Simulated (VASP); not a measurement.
Here is a VASP 6.6.1 calculation.

Contents of INCAR:

```
PREC = Accurate
ENCUT = 520
EDIFF = 1E-6
ISMEAR = -1
SIGMA = 0.1
LREAL = F
LASPH = T
NELM = 100
ALGO = Normal
ISIF = 2
LWAVE = F
LCHARG = T
GGA = PE
LELF = T
LVHAR = T
NBANDS = 42
```

KPOINTS

```
regular mesh
0
Gamma
  5 5 5
```

File POSCAR:

```
Ga2F
1.0
    3.5833590000     -0.0000001271      0.0000000000
    1.7916792500     -7.0457510636      0.0000000000
    0.0000000000      0.0000000000     -3.5499240000
F Ga
2 4
Direct
    0.0862126152      0.8275747697      0.7500000000
    0.9137873848      0.1724252303      0.2500000000
    0.7248209485      0.5503581030      0.7500000000
    0.2751790515      0.4496418970      0.2500000000
    0.4273451056      0.1453097889      0.7500000000
    0.5726548944      0.8546902111      0.2500000000
```

Potentials or basis: VASP PAW PBE potentials, release 64 (F, Ga_d).

Run with:

```bash
$ cat potpaw_PBE.64/F/POTCAR potpaw_PBE.64/Ga_d/POTCAR > POTCAR
$ mpirun -np 1 vasp_std > vasp.out
```

Question: Predict the pressure.

Answer: 8.7 GPa.

Question: What does it give for the largest force?

Answer: 0.010 eV/Å.

Question: Estimate the band gap on the k mesh.

Answer: Zero (bands 33 and 34 overlap by 1.98 eV).

Forces on the atoms (eV/Å):
```
F    0.000  0.010  0.000
F    0.000 -0.010  0.000
Ga   0.000 -0.005  0.000
Ga   0.000  0.005  0.000
Ga   0.000  0.001  0.000
Ga   0.000 -0.001  0.000
```

Caveat: the k points lie up to 0.36 Å⁻¹ apart, too coarse for converged energies and pressures of a metal.
